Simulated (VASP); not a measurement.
Wanted: the native input for a VASP 6.6.1 run.

```yaml
Task: single point
Functional: PBE
Potentials_or_basis: VASP PAW PBE potentials, release 64 (Ga_d, Ge_d)
Cutoff: 520 eV
k_mesh: 6 × 6 × 6
Occupations: fermi-dirac, width 0.05 eV
Spin: no spin polarisation
Dipole_correction: no
Further_INCAR_settings: ALGO = Normal; EDIFF = 1e-06; NBANDS = 36
```

The structure of GaGe3 lies in POSCAR:

```
GaGe3
1.0
    4.2784660000      0.0000000000      0.0000000000
    0.0000000000      4.2784660000      0.0000000000
    0.0000000000      0.0000000000      4.2784660000
Ga Ge
1 3
Direct
    0.0000000000      0.0000000000      0.0000000000
    0.0000000000      0.5000000000      0.5000000000
    0.5000000000      0.0000000000      0.5000000000
    0.5000000000      0.5000000000      0.0000000000
```

These files were run (other wordings do the same):

INCAR

```
  ALGO = Normal
  EDIFF = 1E-6
  ENCUT = 520
  GGA = PE
  ISIF = 2
  ISMEAR = -1
  LASPH = True
  LCHARG = True
  LELF = True
  LREAL = False
  LVHAR = True
  LWAVE = False
  NBANDS = 36
  NELM = 100
  PREC = Accurate
  SIGMA = 0.05
```

KPOINTS

```
k-points
0
Gamma
  6 6 6
```

Potentials or basis: VASP PAW PBE potentials, release 64 (Ga_d, Ge_d).

Launch:

```bash
$ cat potpaw_PBE.64/Ga_d/POTCAR potpaw_PBE.64/Ge_d/POTCAR > POTCAR
$ mpirun -np 1 vasp_std > vasp.out
```

It gave:

The pressure is 0.0 GPa.

Run time: 20 s on 1 thread of AMD EPYC 9R45 96-Core Processor (Zen 5) (shared host), peak memory 0.17 GiB.
